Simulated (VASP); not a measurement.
Input of a VASP 6.6.1 run:

The input INCAR:

```
PREC     = Accurate       # precision mode
ENCUT    = 520            # plane-wave cutoff, eV
EDIFF    = 1E-6           # SCF threshold, eV
ISMEAR   = 1              # smearing method
SIGMA    = 0.15           # smearing width, eV
LREAL    = F              # projectors in reciprocal space
LASPH    = T              # aspherical terms in the spheres
NELM     = 60             # most SCF steps
ALGO     = Normal         # electronic algorithm
ISIF     = 2              # what is computed and relaxed
LWAVE    = F              # write WAVECAR
LCHARG   = F              # write CHGCAR
GGA      = CA             # functional
NBANDS   = 18             # bands
```

File KPOINTS:

```
Automatic mesh
0
Gamma
  8 8 8
```

File POSCAR:

```
YCu
1.0
    3.5036217317      0.0000000000      0.0000000000
    0.0000000000      3.5036217317      0.0000000000
    0.0000000000      0.0000000000      3.5036217317
Y Cu
1 1
Direct
    0.0000000000      0.0000000000      0.0000000000
    0.5000000000      0.5000000000      0.5000000000
```

Potentials or basis: VASP PAW LDA potentials, release 64 (Y_sv, Cu).

Command:

```bash
$ cat potpaw_LDA.64/Y_sv/POTCAR potpaw_LDA.64/Cu/POTCAR > POTCAR
$ mpirun -np 1 vasp_std > vasp.out
```

(1) What does it give for the pressure?

(2) Estimate the band gap on the k mesh.

## Answers

(1) -7.2 GPa.

(2) zero (bands 11 and 12 overlap by 2.17 eV).

Caveat: the cell stands under tension.
